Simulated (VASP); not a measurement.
SiC: relaxation of shape and atoms at fixed volume with PBE

Crystal: SiC.

```
CELL_PARAMETERS angstrom
3.12590 0.00000 0.00000
-1.56295 2.70711 0.00000
0.00000 0.00000 20.44280
ATOMIC_POSITIONS crystal
Si 0.33333 0.66667 0.25010
Si 0.66667 0.33333 0.75010
Si 0.33333 0.66667 0.62499
Si 0.66667 0.33333 0.12499
Si 0.00000 0.00000 0.00009
Si 0.00000 0.00000 0.50009
Si 0.33333 0.66667 0.87518
Si 0.66667 0.33333 0.37518
C 0.33333 0.66667 0.96892
C 0.66667 0.33333 0.46892
C 0.00000 0.00000 0.09386
C 0.00000 0.00000 0.59386
C 0.33333 0.66667 0.34412
C 0.66667 0.33333 0.84412
C 0.33333 0.66667 0.71873
C 0.66667 0.33333 0.21873
```

```json
{
  "Program": "VASP 6.6.1",
  "Task": "relaxation of shape and atoms at fixed volume",
  "Functional": "PBE",
  "Potentials or basis": "VASP PAW PBE potentials, release 64 (Si, C)",
  "Cutoff": "600 eV",
  "k mesh": "12 × 12 × 2",
  "Occupations": "gaussian, width 0.02 eV",
  "Spin": "no spin polarisation",
  "Dipole correction": "no",
  "Further INCAR settings": "LREAL = Auto; ALGO = Normal; EDIFF = 1e-07; IBRION = 2; EDIFFG = -0.01; NSW = 50; ISIF = 4"
}
```

```json
{
 "Energy gained by relaxing": "0.0 meV/atom",
 "Ionic steps": "2",
 "Pressure after relaxing": "-6.1 GPa",
 "Largest force after relaxing": "0.009 eV/Å",
 "Band gap on the k mesh": "1.79 eV (least direct gap 2.86 eV)"
}
```

Forces on the atoms (eV/Å):
```
Si   0.000  0.000  0.009
Si   0.000  0.000  0.009
Si   0.000  0.000 -0.003
Si   0.000  0.000 -0.003
Si   0.000  0.000  0.001
Si   0.000  0.000  0.001
Si   0.000  0.000 -0.003
Si   0.000  0.000 -0.003
C    0.000  0.000  0.004
C    0.000  0.000  0.004
C    0.000  0.000  0.000
C    0.000  0.000  0.000
C    0.000  0.000 -0.003
C    0.000  0.000 -0.003
C    0.000  0.000 -0.005
C    0.000  0.000 -0.005
```

Final structure:
```
Si C
1.0
     3.12575    0.00000    0.00000
    -1.56287    2.70698    0.00000
     0.00000    0.00000   20.44480
Si C
8 8
Direct
  0.33333 0.66667 0.25008
  0.66667 0.33333 0.75008
  0.33333 0.66667 0.62500
  0.66667 0.33333 0.12500
  0.00000 0.00000 0.00009
  0.00000 0.00000 0.50009
  0.33333 0.66667 0.87520
  0.66667 0.33333 0.37520
  0.33333 0.66667 0.96891
  0.66667 0.33333 0.46891
  0.00000 0.00000 0.09386
  0.00000 0.00000 0.59386
  0.33333 0.66667 0.34413
  0.66667 0.33333 0.84413
  0.33333 0.66667 0.71873
  0.66667 0.33333 0.21873
```

Levels at points of the mesh, in eV from the valence-band top:
```tsv
k point	band 28	band 29	band 30	band 31	band 32	band 33	band 34	band 35	band 36	band 37
(0.00, 0.00, 0.00)	-0.17	-0.17	-0.03	0.00	0.00	4.83	4.90	5.21	5.48	5.65
(0.50, 0.00, 0.00)	-1.76	-1.51	-1.47	-1.38	-1.08	1.79	1.96	2.81	3.08	3.75
(0.00, 0.00, 0.50)	-0.41	-0.05	-0.05	-0.05	-0.05	4.86	4.86	5.32	5.32	5.85
(0.50, 0.00, 0.50)	-1.88	-1.59	-1.59	-1.19	-1.19	1.90	1.90	2.86	2.86	4.10
```

It took 6.3 min on 1 thread of Intel(R) Xeon(R) 6975P-C (Granite Rapids), with other jobs on the host, peak memory 0.46 GiB.

A k mesh can miss the band edges.
